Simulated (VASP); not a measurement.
# ZnAu: single point with r2SCAN

Crystal: ZnAu.

```
Au Zn
1.0
     3.23343    0.00000    0.00000
     0.00000    3.23343    0.00000
     0.00000    0.00000    3.23343
Au Zn
1 1
Cartesian
  0.0000 0.0000 0.0000
  1.6167 1.6167 1.6167
```

```json
{
 "Program": "VASP 6.6.1",
 "Task": "single point",
 "Functional": "r2SCAN",
 "Potentials or basis": "VASP PAW PBE potentials, release 64 (Au, Zn)",
 "Cutoff": "550 eV",
 "k mesh": "10 × 10 × 10",
 "Occupations": "fermi-dirac, width 0.0296 eV",
 "Spin": "no spin polarisation",
 "Dipole correction": "no",
 "Further INCAR settings": "ALGO = Normal; EDIFF = 1e-06; NBANDS = 18"
}
```

```json
{
  "Pressure": "-8.7 GPa",
  "Band gap on the k mesh": "zero (an odd number of electrons rules out a gap without spin polarisation)"
}
```

Levels at points of the mesh, in eV from the Fermi level:
```csv
k point,band 9,band 10,band 11,band 12,band 13,band 14
"(0.00, 0.00, 0.00)",-3.86,-3.86,-3.86,5.15,5.15,5.15
"(0.50, 0.00, 0.00)",-4.87,-4.87,-3.97,-2.54,10.65,11.02
"(0.50, 0.50, 0.00)",-4.21,-3.31,-1.70,-1.70,0.53,2.26
"(0.50, 0.50, 0.50)",-3.27,-3.27,1.52,3.23,3.78,3.78
```

Run time: 80 s on 1 thread of Intel(R) Xeon(R) Platinum 8488C (Sapphire Rapids), on a shared host, peak memory 0.19 GiB.

Caveat: the cell stands under tension; the PAW data sets were made with another functional, which shifts forces and pressure a little; spin-orbit coupling is left out, which moves the levels of the heavy elements.
